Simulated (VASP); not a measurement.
Input of a VASP 6.6.1 run:

Contents of INCAR:

```
SYSTEM = Si
  PREC = Accurate
  ENCUT = 520
  EDIFF = 1E-7
  ISMEAR = 0
  SIGMA = 0.1
  LREAL = .FALSE.
  LASPH = .TRUE.
  NELM = 100
  ALGO = Normal
  ISIF = 2
  LWAVE = .FALSE.
  LCHARG = .FALSE.
  GGA = PE
  NBANDS = 21
```

Contents of KPOINTS:

```
Automatic mesh
0
G
  6 6 10
  0 0 0
```

POSCAR

```
Si
1.0
    6.9405414892      0.0000000000      0.0000000000
   -3.4702707446      6.0106852456      0.0000000000
    0.0000000000      0.0000000000      3.9116869913
Si
6
Direct
    0.8940800026      0.4470400013      0.2500000000
    0.4470400013      0.8940800026      0.7500000000
    0.4470400013      0.5529599987      0.7500000000
    0.1059199974      0.5529599987      0.7500000000
    0.5529599987      0.4470400013      0.2500000000
    0.5529599987      0.1059199974      0.2500000000
```

Potentials or basis: VASP PAW PBE potentials, release 64 (Si).

Command:

```console
$ cat potpaw_PBE.64/Si/POTCAR > POTCAR
$ mpirun -np 1 vasp_std > vasp.out
```

Problem. Estimate the largest force.

Solution. 0.006 eV/Å.

Problem. Estimate the pressure.

Solution. 0.0 GPa.

Stress tensor (GPa, compression positive):
```
-0.01  0.00  0.00
 0.00 -0.01  0.00
 0.00  0.00 -0.09
```
